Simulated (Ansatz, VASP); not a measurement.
**Two plane-wave programs on In**

```xyz
2
Lattice="3.3355 0.0000 0.0000 -1.6677 2.8886 0.0000 0.0000 0.0000 5.5091" Properties=species:S:1:pos:R:3 pbc="T T T"
In    1.6677    0.9629    4.1319
In    0.0000    1.9257    1.3773
```

Alike in both runs: functional PBEsol; k mesh 9 × 9 × 5; occupations fermi-dirac, width 0.05 eV; non-collinear spin, spin-orbit coupling.

|  | VASP | Ansatz |
| --- | --- | --- |
| version | VASP 6.6.1 | Ansatz 0.2.0 |
| potentials or method | VASP PAW PBE potentials, release 64 (In_d) | Ansatz PAW |
| plane-wave cutoff (eV) | 520 | 420 |
| valence electrons in the cell | 26 | 26 |
| task | single point | band structure |

```tsv
	VASP	Ansatz	Ansatz less VASP
pressure (GPa)	-1.5	-1.5	+0.02
traceless stress, the component that is largest in VASP (GPa)	-0.15	-0.16	-0.008
```

VASP's potentials were made for PBE, not for PBEsol.
